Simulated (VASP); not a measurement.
Set up this calculation in VASP 6.6.1, as the native input.

| Quantity | Value |
| --- | --- |
| Task | single point |
| Functional | PBEsol |
| Potentials or basis | VASP PAW PBE potentials, release 64 (Pb_d) |
| Cutoff | 520 eV |
| k mesh | 15 × 15 × 15 |
| Occupations | methfessel-paxton, width 0.05 eV |
| Spin | no spin polarisation |
| Dipole correction | no |
| Further INCAR settings | ALGO = Normal; EDIFF = 1e-07; NBANDS = 13 |

The structure of Pb lies in POSCAR:

```
Pb
1.0
    0.0000000000      2.2796515828      2.2796515828
    2.2796515828      0.0000000000      2.2796515828
    2.2796515828      2.2796515828      0.0000000000
Pb
1
Direct
    0.0000000000      0.0000000000      0.0000000000
```

The input as run:

INCAR

```
ALGO = Normal
EDIFF = 1E-7
ENCUT = 520
GGA = PS
ISIF = 2
ISMEAR = 1
LASPH = True
LCHARG = False
LREAL = False
LWAVE = False
NBANDS = 13
NELM = 80
PREC = Accurate
SIGMA = 0.05
```

KPOINTS

```
k-points
0
Gamma
  15 15 15
```

Potentials or basis: VASP PAW PBE potentials, release 64 (Pb_d).

Command:

```console
$ cat potpaw_PBE.64/Pb_d/POTCAR > POTCAR
$ mpirun -np 1 vasp_std > vasp.out
```

It gave:

```
Pressure               : 19.9 GPa
Band gap on the k mesh : zero (bands 7 and 8 overlap by 11.55 eV)
```

Caveat: the cell stands under pressure; the PAW data sets were made with another functional, which shifts forces and pressure a little; spin-orbit coupling is left out, which moves the levels of the heavy elements.

It took 41 s on 1 thread of Intel Xeon 8259CL, with other jobs on the host, peak memory 0.16 GiB.
